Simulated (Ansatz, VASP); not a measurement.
**One calculation of CoSi6, two programs**

```
CELL_PARAMETERS angstrom
6.03984 0.00000 0.00000
0.00000 6.03984 0.00000
0.00000 0.00000 6.03984
ATOMIC_POSITIONS crystal
Co 0.00000 0.00000 0.00000
Si 0.50000 0.50000 0.21256
Si 0.50000 0.50000 0.78744
Si 0.21256 0.50000 0.50000
Si 0.78744 0.50000 0.50000
Si 0.50000 0.21256 0.50000
Si 0.50000 0.78744 0.50000
```

Change from the starting cell: species swapped into the PrB6 type (Pm-3m, No. 221).

Alike in both runs: functional PBE; k mesh 6 × 6 × 6; occupations gaussian, width 0.1 eV; collinear spin.

Ansatz relaxed the structure, and its values are those at the end. VASP's run is a single point on that final structure, the one shown.

```csv
,VASP,Ansatz
version,VASP 6.6.1,Ansatz 0.2.0
potentials or method,"VASP PAW PBE potentials, release 64 (Co, Si), cutoff 520 eV","scalar-relativistic, plane waves, PAW"
valence electrons in the cell,33,41
```

|  | VASP | Ansatz | Ansatz less VASP |
| --- | --- | --- | --- |
| gap on the k mesh at the Fermi level (eV) | none | none | - |
| pressure (GPa) | -0.1 | 0.0 | +0.17 |
| rms of the force components (eV/Å) | 0.019 | 0.001 | -0.0172 |
| net moment per atom (μB) | 0.31 | 0.32 | +0.006 |
| size of the moment on the site where the two differ most (μB) | 2.38 | 2.53 | +0.146 |

Site moments also hang on the region over which each program counts them. A gap of «none» marks a metal or a gap that the smearing closes. VASP's potentials hold 33 valence electrons a cell and Ansatz's 41, so a difference there can come from the potentials and not from the codes.
